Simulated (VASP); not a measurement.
Here is a VASP 6.6.1 calculation.

The input INCAR:

```
SYSTEM = SnSe2
PREC = Accurate
ENCUT = 520
EDIFF = 1E-6
ISMEAR = 0
SIGMA = 0.05
LREAL = .FALSE.
LASPH = .TRUE.
NELM = 80
ALGO = Normal
ISIF = 2
LWAVE = .FALSE.
LCHARG = .FALSE.
GGA = PE
IVDW = 12
NBANDS = 20
```

The input KPOINTS:

```
Automatic mesh
0
G
  9 9 6
  0 0 0
```

The input POSCAR:

```
SnSe2
1.0
    3.8109987816      0.0000000000      0.0000000000
   -1.9054993908      3.3004217586      0.0000000000
    0.0000000000      0.0000000000      6.6279600000
Sn Se
1 2
Direct
    0.0000000000      0.0000000000      0.0000000000
    0.3333333333      0.6666666667      0.2500000000
    0.6666666667      0.3333333333      0.7500000000
```

Potentials or basis: VASP PAW PBE potentials, release 64 (Sn_d, Se).

Run with:

```console
$ cat potpaw_PBE.64/Sn_d/POTCAR potpaw_PBE.64/Se/POTCAR > POTCAR
$ mpirun -np 1 vasp_std > vasp.out
```

Question: Estimate the band gap on the k mesh.

Answer: 0.42 eV (least direct gap 0.95 eV).

Question: What does it give for the dispersion energy per atom?

Answer: -0.334 eV.

Stress tensor (GPa, compression positive):
```
-0.74  0.00  0.00
 0.00 -0.74  0.00
 0.00  0.00 -3.99
```

Caveat: the cell differs from its parent crystal (strain +0.000 along x and y, +0.080 along z); spin-orbit coupling is left out, which moves the levels of the heavy elements; an odd mesh through Γ misses points on the zone boundary, where band edges can lie.
